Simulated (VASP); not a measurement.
# ZnSe (P4/nmm) in VASP: notebook

ZnSe is run at these levels: LDA; tasks: single point.

Program: VASP 6.6.1. These are calculated values, not measurements. Logs are shortened: lines on timing, memory, paths and dates and some standing lists are left out, and cuts for length are marked.

**1. The cell of the first run**

The structure is tetragonal, space group P4/nmm (No. 129). Conventional cell: a = 4.161 Å, b = 4.161 Å, c = 5.491 Å, α = 90.00°, β = 90.00°, γ = 90.00°. Within 3.5 Å of Zn (site symmetry -4m2) lie 4 Se at 2.65 Å and 4 Zn at 2.94 Å. Within 3.5 Å of Se (site symmetry 4mm) lie 4 Zn at 2.65 Å.

**2. Single point, LDA (atoms shifted along a free coordinate)**

Contents of INCAR:

```
ALGO     = Normal         # electronic algorithm
EDIFF    = 1E-6           # SCF threshold, eV
ENCUT    = 520            # plane-wave cutoff, eV
GGA      = CA             # functional
ISIF     = 2              # what is computed and relaxed
ISMEAR   = 0              # smearing method
LASPH    = True           # aspherical terms in the spheres
LCHARG   = False          # write CHGCAR
LREAL    = False          # projectors in reciprocal space
LWAVE    = False          # write WAVECAR
NBANDS   = 26             # bands
NELM     = 80             # most SCF steps
PREC     = Accurate       # precision mode
SIGMA    = 0.05           # smearing width, eV
```

Contents of KPOINTS:

```
k-points
0
Gamma
  8 8 6
```

Contents of POSCAR:

```
ZnSe
1.0
    4.1605590088      0.0000000000      0.0000000000
    0.0000000000      4.1605590088      0.0000000000
    0.0000000000      0.0000000000      5.4910814719
Zn Se
2 2
Direct
    0.0000000000      0.0000000000      0.0000000000
    0.5000000000      0.5000000000      0.0000000000
    0.0000000000      0.5000000000      0.2984995820
    0.5000000000      0.0000000000      0.7015004180
```

Potentials or basis: VASP PAW LDA potentials, release 64 (Zn, Se).

On the command line:

```
> cat potpaw_LDA.64/Zn/POTCAR potpaw_LDA.64/Se/POTCAR > POTCAR
> mpirun -np 1 vasp_std > vasp.out
```

OUTCAR:

```text
EDIFF = 1E-6
   ENCUT = 520
   GGA = CA
   ISIF = 2
   ISMEAR = 0
   LASPH = True
   LREAL = False
   NELM = 80
   PREC = Accurate

 ion  position               nearest neighbor table
   1  0.000  0.000  0.000-   3 2.65   4 2.65   3 2.65   4 2.65   2 2.94   2 2.94   2 2.94   2 2.94

   2  0.500  0.500  0.000-   3 2.65   4 2.65   4 2.65   3 2.65   1 2.94   1 2.94   1 2.94   1 2.94

   3  0.000  0.500  0.298-   1 2.65   2 2.65   1 2.65   2 2.65
   4  0.500  0.000  0.702-   1 2.65   2 2.65   2 2.65   1 2.65

  LATTYP: Found a simple tetragonal cell.
 ALAT       =     4.1605590088
 C/A-ratio  =     1.3197941575

  Lattice vectors:

 A1 = (   4.1605590088,   0.0000000000,   0.0000000000)
 A2 = (   0.0000000000,   4.1605590088,   0.0000000000)
 A3 = (   0.0000000000,   0.0000000000,   5.4910814719)

Analysis of symmetry for initial positions (statically):
=====================================================================
 Subroutine PRICEL returns:
 Original cell was already a primitive cell.

 Routine SETGRP: Setting up the symmetry group for a
 simple tetragonal supercell.

 Subroutine GETGRP returns: Found 16 space group operations
 (whereof  8 operations were pure point group operations)
 out of a pool of 16 trial point group operations.

The static configuration has the point symmetry D_2d.
 The point group associated with its full space group is D_4h.

Analysis of symmetry for dynamics (positions and initial velocities):
=====================================================================
 Subroutine PRICEL returns:
 Original cell was already a primitive cell.

 Routine SETGRP: Setting up the symmetry group for a
 simple tetragonal supercell.

 Subroutine GETGRP returns: Found 16 space group operations
 (whereof  8 operations were pure point group operations)
 out of a pool of 16 trial point group operations.

The dynamic configuration has the point symmetry D_2d.
 The point group associated with its full space group is D_4h.

 Subroutine INISYM returns: Found 16 space group operations
 (whereof  8 operations are pure point group operations),
 and found     1 'primitive' translations

----------------------------------------------------------------------------------------

                                     Primitive cell

  volume of cell :      95.0520

  direct lattice vectors                    reciprocal lattice vectors
     4.160559009  0.000000000  0.000000000     0.240352318  0.000000000  0.000000000
     0.000000000  4.160559009  0.000000000     0.000000000  0.240352318  0.000000000
     0.000000000  0.000000000  5.491081472     0.000000000  0.000000000  0.182113488

  length of vectors
     4.160559009  4.160559009  5.491081472     0.240352318  0.240352318  0.182113488

  position of ions in fractional coordinates (direct lattice)
     0.000000000  0.000000000  0.000000000
     0.500000000  0.500000000  0.000000000
     0.000000000  0.500000000  0.298499582
     0.500000000  0.000000000  0.701500418

  ion indices of the primitive-cell ions
   primitive index   ion index
                 1           1
                 2           2
                 3           3
                 4           4

----------------------------------------------------------------------------------------

 KPOINTS: k-points

Automatic generation of k-mesh.
 Grid dimensions read from file:
 generate k-points for:    8    8    6

 Generating k-lattice:

  Cartesian coordinates                     Fractional coordinates (reciprocal lattice)
     0.030044040  0.000000000  0.000000000     0.125000000  0.000000000  0.000000000
     0.000000000  0.030044040  0.000000000     0.000000000  0.125000000  0.000000000
     0.000000000  0.000000000  0.030352248     0.000000000  0.000000000  0.166666667

  Length of vectors
     0.030044040  0.030044040  0.030352248

  Shift w.r.t. Gamma in fractional coordinates (k-lattice)
     0.000000000  0.000000000  0.000000000

 Subroutine IBZKPT returns following result:
 ===========================================

 Found     60 irreducible k-points:

 Following reciprocal coordinates:
            Coordinates               Weight
  0.000000  0.000000  0.000000      1.000000
  0.125000  0.000000  0.000000      4.000000
  0.250000  0.000000  0.000000      4.000000
  0.375000  0.000000  0.000000      4.000000
  0.500000  0.000000  0.000000      2.000000
  0.125000  0.125000  0.000000      4.000000
[... 16 lines left out ...]
  0.375000  0.125000  0.166667     16.000000
  0.500000  0.125000  0.166667      8.000000
 [... further k-points ...]
   k-points           NKPTS =     60   k-points in BZ     NKDIM =     60   number of bands    NBANDS=     26
   number of dos      NEDOS =    301   number of ions     NIONS =      4
   total plane-waves  NPLWV =  43008
   dimension x,y,z NGX =    32 NGY =   32 NGZ =   42
   dimension x,y,z NGXF=    64 NGYF=   64 NGZF=   84
   ions per type =               2   2
   NGX,Y,Z   is equivalent  to a cutoff of  12.79, 12.79, 12.72 a.u.
   NGXF,Y,Z  is equivalent  to a cutoff of  25.57, 25.57, 25.43 a.u.
 SYSTEM =  unknown system
   PREC   = accura    normal or accurate (medium, high low for compatibility)
   ISTART =      0    job   : 0-new  1-cont  2-samecut
   ICHARG =      2    charge: 1-file 2-atom 10-const
   ISPIN  =      1    spin polarized calculation?
   LNONCOLLINEAR =      F non collinear calculations
   LSORBIT =      F    spin-orbit coupling
   LASPH  =      T    aspherical Exc in radial PAW
   ENCUT  =  520.0 eV  38.22 Ry    6.18 a.u.   7.74  7.74 10.21*2*pi/ulx,y,z
   NELM   =     80;   NELMIN=  2; NELMDL= -5     # of ELM steps
   EDIFF  = 0.1E-05   stopping-criterion for ELM
   LREAL  =      F    real-space projection
   EDIFFG = 0.1E-04   stopping-criterion for IOM
   NSW    =      0    number of steps for IOM
   IBRION =     -1    ionic relax: 0-MD 1-quasi-New 2-CG
   NFREE  =      0    steps in history (QN), initial steepest desc. (CG)
   ISIF   =      2    stress and relaxation
   ISYM   =      2    0-nonsym 1-usesym 2-fastsym
   POTIM  = 0.5000    time-step for ionic-motion
   TEBEG  =    0.0;   TEEND  =   0.0 temperature during run
   PSTRESS=    0.0 pullay stress
   NELECT =      36.0000    total number of electrons
   NUPDOWN=      -1.0000    fix difference up-down
   EMIN   =  10.00;   EMAX   =-10.00  energy-range for DOS
   EFERMI =   0.00;   METHOD = LEGACY
   ISMEAR =     0;   SIGMA  =   0.05  broadening in eV -4-tet -1-fermi 0-gaus
   EFERMI_NEDOS =   21; number of points for ismear=-14 and -15
   IALGO  =     38    algorithm
   IMIX   =      4    mixing-type and parameters
     AMIX     =   0.40;   BMIX     =  1.00
     AMIX_MAG =   1.60;   BMIX_MAG =  1.00
  volume/ion in A,a.u.               =      23.76       160.36
  Fermi-wavevector in a.u.,A,eV,Ry     =   1.184464  2.238313 19.088365  1.402955
  Thomas-Fermi vector in A             =   2.320678
   LORBIT       =      0    0 simple, 1 ext, 2 COOP (PROOUT), +10 PAW based schemes
   GGA     = CA    functional components
   LHFCALC =     F    Hartree Fock is set to
   AEXX    =    0.0000 exact exchange contribution
   IVDW    =     0    specifies the selected vdW correction
   LEPSILON=     F    determine dielectric tensor
   LRPA    =     F    only Hartree local field effects (RPA)
 non-spin polarized calculation
 Gauss-broadening in eV      SIGMA  =   0.05
  energy-cutoff  :      520.00
  volume of cell :       95.05
 maximum number of plane-waves:      2578
 NGX is ok and might be reduce to    32
   NGX = 15   NGY = 15   NGZ = 21

 number of electron      35.9999947 magnetization

 Free energy of the ion-electron system (eV)
  ---------------------------------------------------
  ext. energy  EPLUGINS =         0.00000000
  ---------------------------------------------------
  free energy    TOTEN  =       -13.46343726 eV

  energy without entropy =      -13.46343726  energy(sigma->0) =      -13.46343726

 E-fermi :   1.5698     XC(G=0):  -9.6185

 val. band max:        1.3471298508   @ k =   0.0000   0.0000   0.0000
 cond. band min:       2.3167493775   @ k =   0.0000   0.0000   0.0000
 fundamental gap:      0.9696195266
 Fermi energy:         1.5697505736

 k-point     1 :       0.0000    0.0000    0.0000
  band No.  band energies     occupation
      1     -11.6467      2.00000
      2     -10.5382      2.00000
      3      -5.6511      2.00000
      4      -5.6457      2.00000
      5      -5.4996      2.00000
      6      -5.4996      2.00000
[... 18 lines left out ...]
     25      10.7829      0.00000
     26      11.2582      0.00000

 k-point     2 :       0.1250    0.0000    0.0000
  band No.  band energies     occupation
      1     -11.5842      2.00000
      2     -10.5496      2.00000
      3      -5.6336      2.00000
      4      -5.6075      2.00000
      5      -5.4913      2.00000
      6      -5.4850      2.00000
[... 18 lines left out ...]
     25      10.3102      0.00000
     26      10.8674      0.00000

 k-point     3 :       0.2500    0.0000    0.0000
  band No.  band energies     occupation
      1     -11.4105      2.00000
      2     -10.5982      2.00000
      3      -5.5812      2.00000
      4      -5.5134      2.00000
      5      -5.4552      2.00000
      6      -5.4546      2.00000
[... 18 lines left out ...]
     25       9.1249      0.00000
     26       9.8364      0.00000

 k-point     4 :       0.3750    0.0000    0.0000
  band No.  band energies     occupation
      1     -11.1662      2.00000
      2     -10.7147      2.00000
      3      -5.4963      2.00000
      4      -5.4279      2.00000
      5      -5.4026      2.00000
      6      -5.3701      2.00000
[... 18 lines left out ...]
     25       9.0972      0.00000
     26       9.4044      0.00000

 k-point     5 :       0.5000    0.0000    0.0000
  band No.  band energies     occupation
      1     -10.9136      2.00000
      2     -10.9136      2.00000
      3      -5.3919      2.00000
      4      -5.3919      2.00000
      5      -5.3672      2.00000
      6      -5.3672      2.00000
[... 18 lines left out ...]
     25       8.9074      0.00000
     26       8.9074      0.00000

 k-point     6 :       0.1250    0.1250    0.0000
  band No.  band energies     occupation
      1     -11.5235      2.00000
      2     -10.5577      2.00000
      3      -5.6409      2.00000
      4      -5.5584      2.00000
      5      -5.4901      2.00000
      6      -5.4766      2.00000
[... 427 lines left out ...]
 k-point    21 :       0.1250    0.1250    0.1667
  band No.  band energies     occupation
      1     -11.4650      2.00000
      2     -10.6291      2.00000
      3      -5.6411      2.00000
      4      -5.5644      2.00000
      5      -5.5004      2.00000
      6      -5.4706      2.00000
[... 18 lines left out ...]
     25       8.7743      0.00000
     26      10.1612      0.00000

 k-point    22 :       0.2500    0.1250    0.1667
  band No.  band energies     occupation
      1     -11.3063      2.00000
      2     -10.6484      2.00000
      3      -5.6168      2.00000
      4      -5.5059      2.00000
      5      -5.4402      2.00000
      6      -5.4185      2.00000
[... 18 lines left out ...]
     25       8.1062      0.00000
     26      10.2667      0.00000

 k-point    23 :       0.3750    0.1250    0.1667
  band No.  band energies     occupation
      1     -11.0888      2.00000
      2     -10.7221      2.00000
      3      -5.5494      2.00000
      4      -5.4328      2.00000
      5      -5.3920      2.00000
      6      -5.3383      2.00000
[... 18 lines left out ...]
     25       9.5361      0.00000
     26      10.2061      0.00000

 k-point    24 :       0.5000    0.1250    0.1667
  band No.  band energies     occupation
      1     -10.8750      2.00000
      2     -10.8750      2.00000
      3      -5.4412      2.00000
      4      -5.4412      2.00000
      5      -5.3455      2.00000
      6      -5.3455      2.00000
[... 18 lines left out ...]
     25       9.9018      0.00000
     26       9.9018      0.00000

 [... further k-points ...]

------------------------ aborting loop because EDIFF is reached ----------------------------------------

  FORCE on cell =-STRESS in cart. coord.  units (eV):
  Direction    XX          YY          ZZ          XY          YZ          ZX
  --------------------------------------------------------------------------------------
  -------------------------------------------------------------------------------------
  Total       -5.0007419     -5.0007419     -6.3109731      0.0000000      0.0000000      0.0000000
  in kB      -84.2914962    -84.2914962   -106.3764896      0.0000000      0.0000000      0.0000000
  external PRESSURE =     -91.6531607 kB  Pullay stress =       0.0000000 kB

 VOLUME and BASIS-vectors are now :
 -----------------------------------------------------------------------------
  energy-cutoff  :      520.00
  volume of cell :       95.05
      direct lattice vectors                 reciprocal lattice vectors
     4.160559009  0.000000000  0.000000000     0.240352318  0.000000000  0.000000000
     0.000000000  4.160559009  0.000000000     0.000000000  0.240352318  0.000000000
     0.000000000  0.000000000  5.491081472     0.000000000  0.000000000  0.182113488

 POSITION                                       TOTAL-FORCE (eV/Angst)
 -----------------------------------------------------------------------------------
      0.00000      0.00000      0.00000         0.000000     -0.000000      0.000000
      2.08028      2.08028      0.00000        -0.000000      0.000000      0.000000
      0.00000      2.08028      1.63909         0.000000     -0.000000     -1.790399
      2.08028      0.00000      3.85200         0.000000     -0.000000      1.790399
 -----------------------------------------------------------------------------------
    total drift:                                0.000000     -0.000000     -0.000000

  FREE ENERGIE OF THE ION-ELECTRON SYSTEM (eV)
  ---------------------------------------------------
  free  energy   TOTEN  =       -13.4634372613 eV

  energy  without entropy=      -13.4634372613  energy(sigma->0) =      -13.46343726
```

Wall time 1.9 min (1 thread of Intel Xeon 8259CL, shared host); peak memory 0.25 GiB.

Results:

```yaml
Free_energy: -13.4634 eV
Pressure: -9.2 GPa
Largest_force: 1.790 eV/Å
Band_gap_on_the_k_mesh: 0.97 eV
```

Forces on the atoms (eV/Å):
```
Zn   0.000  0.000  0.000
Zn   0.000  0.000  0.000
Se   0.000  0.000 -1.790
Se   0.000  0.000  1.790
```

Stress tensor (GPa, compression positive):
```
 -8.43   0.00   0.00
  0.00  -8.43   0.00
  0.00   0.00 -10.64
```

Caveat: the cell differs from its parent crystal (atoms shifted along a free coordinate); the cell stands under tension; forces of over 1 eV/Å act on the atoms, so gaps and moduli don't describe the material at rest. A k mesh can miss the band edges.

(Continued in part 2 of 2.)
